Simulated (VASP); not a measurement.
Set up this calculation in VASP 6.6.1, as the native input.

- Task: single point
- Functional: LDA
- Potentials or basis: VASP PAW LDA potentials, release 64 (S)
- Cutoff: 520 eV
- k mesh: 20 × 20 × 20
- Occupations: gaussian, width 0.15 eV
- Spin: no spin polarisation
- Dipole correction: no
- Further INCAR settings: ALGO = Normal; EDIFF = 1e-06; NBANDS = 9

The structure of S lies in POSCAR:

```
S
1.0
    0.0000000000      1.9544633371      1.9943503440
    1.9943503440      0.0000000000      1.9943503440
    1.9943503440      1.9544633371      0.0000000000
S
1
Direct
    0.0000000000      0.0000000000      0.0000000000
```

This cell differs from its parent crystal: strain -0.0200 x Voigt [0, 1, 0, 0, 0, 0].

The input as run:

INCAR

```
PREC = Accurate ; ENCUT = 520
EDIFF = 1E-6 ; ISMEAR = 0
SIGMA = 0.15 ; LREAL = False
LASPH = True ; NELM = 80
ALGO = Normal ; ISIF = 2
LWAVE = False ; LCHARG = True
GGA = CA ; LELF = True
LVHAR = True ; NBANDS = 9
```

KPOINTS

```
Automatic mesh
0
Gamma
  20 20 20
```

Potentials or basis: VASP PAW LDA potentials, release 64 (S).

Launch:

```sh
$ cat potpaw_LDA.64/S/POTCAR > POTCAR
$ mpirun -np 1 vasp_std > vasp.out
```

Results of the run:

```yaml
Pressure: -5.0 GPa
Band_gap_on_the_k_mesh: zero (bands 3 and 4 overlap by 6.02 eV)
```

Caveat: the cell differs from its parent crystal (strain -0.0200 x Voigt [0, 1, 0, 0, 0, 0]); the cell stands under tension.

Wall time 98 s on 1 thread of Intel Xeon 8259CL, on a shared host, peak memory 0.18 GiB.
